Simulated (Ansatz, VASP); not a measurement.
# One calculation of Sn, two programs

```
CELL_PARAMETERS angstrom
3.27186 0.00000 0.00000
-1.63593 2.83351 0.00000
0.00000 0.00000 10.80204
ATOMIC_POSITIONS crystal
Sn 0.00000 0.00000 0.00000
Sn 0.00000 0.00000 0.50000
Sn 0.33333 0.66667 0.25000
Sn 0.66667 0.33333 0.75000
```

Alike in both runs: task single point; functional revPBE; k mesh 12 × 12 × 4; occupations fermi-dirac, width 0.1 eV; no spin polarisation.

|  | VASP | Ansatz |
| --- | --- | --- |
| version | VASP 6.6.1 | Ansatz 0.2.0 |
| potentials or method | VASP PAW PBE potentials, release 64 (Sn_d), cutoff 520 eV | plane waves (420 eV) with PAW, scalar-relativistic |
| valence electrons in the cell | 56 | 56 |

VASP gave:

```
pressure (GPa)                                                : 7.7
traceless stress, the component that is largest in VASP (GPa) : -0.29
```

What did Ansatz give for the same quantities?

Pressure (GPa): 7.8; traceless stress, the component that is largest in VASP (GPa): -0.29.

VASP's potentials were made for PBE, not for revPBE. With one functional, cell and mesh, what is left measures potentials, basis and numerics.
